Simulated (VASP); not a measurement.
## SnSe: single point with LDA

Crystal: SnSe.

```
Sn Se
1.0
     0.00000    2.94665    2.94665
     2.94665    0.00000    2.94665
     2.94665    2.94665    0.00000
Sn Se
1 1
Direct
  0.00000 0.00000 0.00000
  0.50000 0.50000 0.50000
```

```json
{"Program": "VASP 6.6.1", "Task": "single point", "Functional": "LDA", "Potentials or basis": "VASP PAW LDA potentials, release 64 (Sn_d, Se)", "Cutoff": "520 eV", "k mesh": "8 × 8 × 8", "Occupations": "fermi-dirac, width 0.05 eV", "Spin": "no spin polarisation", "Dipole correction": "no", "Further INCAR settings": "ALGO = Normal; EDIFF = 1e-06; NBANDS = 17"}
```

```json
{"Pressure": "0.1 GPa", "Band gap on the k mesh": "0.77 eV, indirect (least direct gap 0.92 eV)"}
```

Levels at points of the mesh, in eV from the valence-band top:
```csv
k point,band 7,band 8,band 9,band 10,band 11,band 12,band 13,band 14
"(0.00, 0.00, 0.00)",-4.84,-2.23,-2.23,-2.23,4.59,4.59,4.59,5.92
"(0.50, 0.00, 0.00)",-8.32,-1.95,-1.95,-0.01,0.90,1.27,1.27,8.46
"(0.50, 0.50, 0.00)",-6.00,-5.80,-3.81,-3.81,2.90,5.74,5.74,6.42
```

Wall time 19 s on 1 thread of AMD EPYC 7R43 64-Core Processor (Zen 3), on a shared host, peak memory 0.13 GiB.

Caveat: spin-orbit coupling is left out, which moves the levels of the heavy elements. A k mesh can miss the band edges.
